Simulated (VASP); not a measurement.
# VMo3 (Pm-3m) in VASP: further runs, part 2 of 2

VASP 6.6.1. Earlier steps stand in the parts before.

## Step 4: Relaxation of cell and atoms, PBE

This run uses another cell than the first one, of 15.14 Å³/atom.

INCAR reads:

```
SYSTEM = VMo3
ALGO = Fast
EDIFF = 1E-6
EDIFFG = -0.01
ENCUT = 600
GGA = PE
IBRION = 2
ISIF = 3
ISMEAR = 0
LASPH = .TRUE.
LCHARG = .FALSE.
LREAL = .FALSE.
LWAVE = .FALSE.
NELM = 60
NSW = 100
PREC = Accurate
SIGMA = 0.1
```

KPOINTS reads:

```
k-points
0
G
  12 12 12
  0 0 0
```

POSCAR reads:

```
VMo3
1.0
    3.9266482785      0.0000000000      0.0000000000
    0.0000000000      3.9266482785      0.0000000000
    0.0000000000      0.0000000000      3.9266482785
Mo V
3 1
Direct
    0.0000000000      0.5000000000      0.5000000000
    0.5000000000      0.0000000000      0.5000000000
    0.5000000000      0.5000000000      0.0000000000
    0.0000000000      0.0000000000      0.0000000000
```

Potentials or basis: VASP PAW PBE potentials, release 64 (Mo_sv, V_sv).

On the command line:

```sh
$ cat potpaw_PBE.64/Mo_sv/POTCAR potpaw_PBE.64/V_sv/POTCAR > POTCAR
$ mpirun -np 1 vasp_std > vasp.out
```

OUTCAR:

```text
SYSTEM = VMo3
   EDIFF = 1E-6
   EDIFFG = -0.01
   ENCUT = 600
   GGA = PE
   IBRION = 2
   ISIF = 3
   ISMEAR = 0
   LASPH = .TRUE.
   LREAL = .FALSE.
   NELM = 60
   NSW = 100
   PREC = Accurate

 ion  position               nearest neighbor table
   1  0.000  0.500  0.500-   2 2.78   3 2.78   4 2.78   3 2.78   4 2.78   2 2.78   4 2.78   4 2.78
                             2 2.78   3 2.78   3 2.78   2 2.78
   2  0.500  0.000  0.500-   1 2.78   3 2.78   4 2.78   3 2.78   4 2.78   1 2.78   3 2.78   3 2.78
                             1 2.78   4 2.78   4 2.78   1 2.78
   3  0.500  0.500  0.000-   1 2.78   2 2.78   4 2.78   1 2.78   2 2.78   2 2.78   4 2.78   2 2.78
                             1 2.78   4 2.78   1 2.78   4 2.78
   4  0.000  0.000  0.000-   1 2.78   2 2.78   3 2.78   1 2.78   2 2.78   1 2.78   3 2.78   1 2.78
                             2 2.78   3 2.78   2 2.78   3 2.78

  LATTYP: Found a simple cubic cell.
 ALAT       =     3.9266482785

  Lattice vectors:

 A1 = (   3.9266482785,   0.0000000000,   0.0000000000)
 A2 = (   0.0000000000,   3.9266482785,   0.0000000000)
 A3 = (   0.0000000000,   0.0000000000,   3.9266482785)

Analysis of symmetry for initial positions (statically):
=====================================================================
 Subroutine PRICEL returns:
 Original cell was already a primitive cell.

 Routine SETGRP: Setting up the symmetry group for a
 simple cubic supercell.

 Subroutine GETGRP returns: Found 48 space group operations
 (whereof 48 operations were pure point group operations)
 out of a pool of 48 trial point group operations.

The static configuration has the point symmetry O_h .

Analysis of symmetry for dynamics (positions and initial velocities):
=====================================================================
 Subroutine PRICEL returns:
 Original cell was already a primitive cell.

 Routine SETGRP: Setting up the symmetry group for a
 simple cubic supercell.

 Subroutine GETGRP returns: Found 48 space group operations
 (whereof 48 operations were pure point group operations)
 out of a pool of 48 trial point group operations.
[... 136 lines left out ...]
 conjugate gradient relaxation of ions
 non-spin polarized calculation
 RMM-DIIS sequential band-by-band and
 Gauss-broadening in eV      SIGMA  =   0.10
  energy-cutoff  :      600.00
  volume of cell :       60.54
 maximum number of plane-waves:      2048
 NGX is ok and might be reduce to    32
   NGX = 15   NGY = 15   NGZ = 15

--------------------------------------- Ionic step        1  -------------------------------------------

 number of electron      55.0000001 magnetization

 Free energy of the ion-electron system (eV)
  ---------------------------------------------------
  ext. energy  EPLUGINS =         0.00000000
  ---------------------------------------------------
  free energy    TOTEN  =       -40.23715597 eV

  energy without entropy =      -40.20311756  energy(sigma->0) =      -40.22013676

------------------------ aborting loop because EDIFF is reached ----------------------------------------

  FORCE on cell =-STRESS in cart. coord.  units (eV):
  Direction    XX          YY          ZZ          XY          YZ          ZX
  --------------------------------------------------------------------------------------
  -------------------------------------------------------------------------------------
  Total        2.4173726      2.4173726      2.4173726      0.0000000     -0.0000000      0.0000000
  in kB       63.9717410     63.9717410     63.9717410      0.0000000     -0.0000000      0.0000000
  external PRESSURE =      63.9717410 kB  Pullay stress =       0.0000000 kB
[... 101 lines left out ...]
--------------------------------------- Ionic step        4  -------------------------------------------

 number of electron      55.0000000 magnetization

 Free energy of the ion-electron system (eV)
  ---------------------------------------------------
  ext. energy  EPLUGINS =         0.00000000
  ---------------------------------------------------
  free energy    TOTEN  =       -40.26960434 eV

  energy without entropy =      -40.23448070  energy(sigma->0) =      -40.25204252

 E-fermi :  11.2632     XC(G=0): -13.0974

 val. band max:       11.2555382388   @ k =   0.2500   0.0833   0.0000
 cond. band min:      11.2669539646   @ k =   0.5000   0.4167   0.2500
 fundamental gap:      0.0114157258
 Fermi energy:        11.2632450017

 k-point     1 :       0.0000    0.0000    0.0000
  band No.  band energies     occupation
      1     -52.7253      2.00000
      2     -49.3867      2.00000
      3     -49.1378      2.00000
      4     -49.1378      2.00000
      5     -26.5957      2.00000
      6     -26.5957      2.00000
[... 853 lines left out ...]
     32      12.6277      0.00000
     33      12.6814      0.00000

 [... further k-points ...]

------------------------ aborting loop because EDIFF is reached ----------------------------------------

  FORCE on cell =-STRESS in cart. coord.  units (eV):
  Direction    XX          YY          ZZ          XY          YZ          ZX
  --------------------------------------------------------------------------------------
  -------------------------------------------------------------------------------------
  Total       -0.0069035     -0.0069035     -0.0069035     -0.0000000     -0.0000000      0.0000000
  in kB       -0.1778047     -0.1778047     -0.1778047     -0.0000000     -0.0000000      0.0000000
  external PRESSURE =      -0.1778047 kB  Pullay stress =       0.0000000 kB
[... 19 lines left out ...]
  FREE ENERGIE OF THE ION-ELECTRON SYSTEM (eV)
  ---------------------------------------------------
  free  energy   TOTEN  =       -40.2696043402 eV

  energy  without entropy=      -40.2344806982  energy(sigma->0) =      -40.25204252

 reached required accuracy - stopping structural energy minimisation
```

CONTCAR:

```text
VMo3
   1.00000000000000
     3.9622777074859648    0.0000000000000000    0.0000000000000000
     0.0000000000000000    3.9622777074859648    0.0000000000000000
    -0.0000000000000000   -0.0000000000000000    3.9622777074859648
  Mo              V
     3     1
Direct
     0.0000000000000000    0.5000000000000000    0.5000000000000000
     0.5000000000000000    0.0000000000000000    0.5000000000000000
     0.5000000000000000    0.5000000000000000    0.0000000000000000
     0.0000000000000000    0.0000000000000000    0.0000000000000000

  0.00000000E+00  0.00000000E+00  0.00000000E+00
  0.00000000E+00  0.00000000E+00  0.00000000E+00
  0.00000000E+00  0.00000000E+00  0.00000000E+00
  0.00000000E+00  0.00000000E+00  0.00000000E+00
```

It took 7.3 min on 1 thread of Intel Xeon Platinum 8259CL at 2.50GHz (Skylake/Cascade Lake), shared host; peak memory 0.31 GiB.

Results:

| Property | Result |
| --- | --- |
| Free energy | -40.2696 eV |
| Relaxed volume | 15.55 Å³/atom |
| Relaxed cell | a = 3.962 Å, b = 3.962 Å, c = 3.962 Å, α = 90.00°, β = 90.00°, γ = 90.00° |
| Space group after relaxing (to 0.1 Å) | Pm-3m (No. 221) |
| Energy gained by relaxing | 8.1 meV/atom |
| Ionic steps | 4 |
| Pressure after relaxing | 0.0 GPa |
| Band gap on the k mesh | zero (an odd number of electrons rules out a gap without spin polarisation) |

Step by step:
```
step  energy change (eV)  largest force (eV/Å)  pressure (GPa)  volume (Å³)
   1              0.0000                0.0000            6.40        60.54
   2              0.1125                0.0000          -11.64        65.99
   3             -0.0324                0.0000           -0.12        62.24
   4             -0.0324                0.0000           -0.02        62.21
```

Final structure:
```yaml
crystal:
  lattice:
    - [3.96228, 0.00000, 0.00000]
    - [0.00000, 3.96228, 0.00000]
    - [0.00000, 0.00000, 3.96228]
  atoms:
    - { symbol: Mo, position: [0.00000, 0.50000, 0.50000] }
    - { symbol: Mo, position: [0.50000, 0.00000, 0.50000] }
    - { symbol: Mo, position: [0.50000, 0.50000, 0.00000] }
    - { symbol: V, position: [0.00000, 0.00000, 0.00000] }
```

## Step 5: The runs side by side

| task | level | cell | cutoff (eV) | gap on the mesh (eV) | pressure (GPa) |
| --- | --- | --- | --- | --- | --- |
| single point | PBE | a = 3.960 Å, 4 atoms | 520 | none | 0.4 |
| single point | r2SCAN | a = 3.960 Å, 4 atoms | 520 | none | -1.9 |
| relaxation of cell and atoms | PBE | relaxed from a = 3.927 Å, 4 atoms | 600 | none | 0.0 |

Alike in all rows: potentials or basis VASP PAW PBE potentials, release 64 (Mo_sv, V_sv); no spin polarisation; k mesh 12 × 12 × 12; smearing gaussian 0.1 eV.

Caveats: the PAW data sets were made with another functional, which shifts forces and pressure a little (at least some runs).

Total energies depend on the potentials used, so only differences within one code and one set of settings carry meaning.
